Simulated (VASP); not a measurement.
The system is InSb2As3.

```
In Sb As
1.0
     4.04288    0.00000    0.00000
     0.00000    4.04288    0.00000
     0.00000    0.00000    8.59688
In Sb As
1 2 3
Cartesian
  0.0000 0.0000 5.3451
  2.0214 2.0214 6.3320
  0.0000 0.0000 2.2770
  2.0214 0.0000 8.5956
  0.0000 2.0214 8.5956
  2.0214 2.0214 3.2422
```

- Program: VASP 6.6.1
- Task: relaxation of cell and atoms
- Functional: PBE
- Potentials or basis: VASP PAW PBE potentials, release 64 (In_d, Sb, As)
- Cutoff: 600 eV
- k mesh: 4 × 4 × 2
- Occupations: gaussian, width 0.1 eV
- Spin: no spin polarisation

At the start: pressure 2.6 GPa; volume 23.42 Å³/atom.

How do energy, volume and symmetry change on relaxing?

Over 51 steps the energy falls by 80.9 meV/atom and the volume is 24.92 Å³/atom (+6.4 %); space group P4mm (No. 99, to 0.05 Å).

The path:
```tsv
step	energy change (eV)	largest force (eV/Å)	pressure (GPa)	volume (Å³)
1	0.0000	0.7528	2.64	140.51
3	-0.1216	0.4691	-1.20	149.07
5	-0.1858	0.2772	-0.01	146.36
7	-0.2514	0.3676	0.92	144.49
9	-0.2534	0.3881	1.06	144.27
11	-0.2770	0.3303	-0.10	147.58
13	-0.3011	0.0710	-0.21	149.01
15	-0.3030	0.0966	0.10	148.61
17	-0.3042	0.0801	0.12	148.61
19	-0.3042	0.1479	-0.10	149.20
21	-0.3065	0.0647	0.02	148.97
23	-0.3101	0.1508	0.28	149.55
25	-0.3107	0.1568	0.27	149.65
27	-0.3133	0.1841	0.25	150.08
29	-0.3176	0.2839	0.10	151.80
31	-0.3458	0.2829	-0.23	153.80
33	-0.3134	0.5850	-0.71	161.98
35	-0.4041	0.3192	-0.38	157.46
37	-0.4164	0.3015	-0.20	156.74
39	-0.4399	0.2632	0.30	154.12
41	-0.4516	0.1242	-0.62	155.11
43	-0.4699	0.1991	0.10	151.78
45	-0.4805	0.0886	-0.23	151.04
47	-0.4845	0.0306	0.22	149.06
49	-0.4851	0.0525	-0.07	149.66
51	-0.4853	0.0339	0.00	149.52
```

Final structure:
```
In Sb As
1.0
     3.82079    0.00000    0.00000
     0.00000    3.82079    0.00000
     0.00000    0.00000   10.24247
In Sb As
1 2 3
Direct
  0.00000 0.00000 0.56452
  0.50000 0.50000 0.72624
  0.00000 0.00000 0.24577
  0.50000 0.00000 0.02005
  0.00000 0.50000 0.02005
  0.50000 0.50000 0.42337
```

Caveat: the k points lie up to 0.41 Å⁻¹ apart in the final cell; this functional lacks dispersion, which binds the layers, so the pressure and a relaxed spacing across them are unreliable.
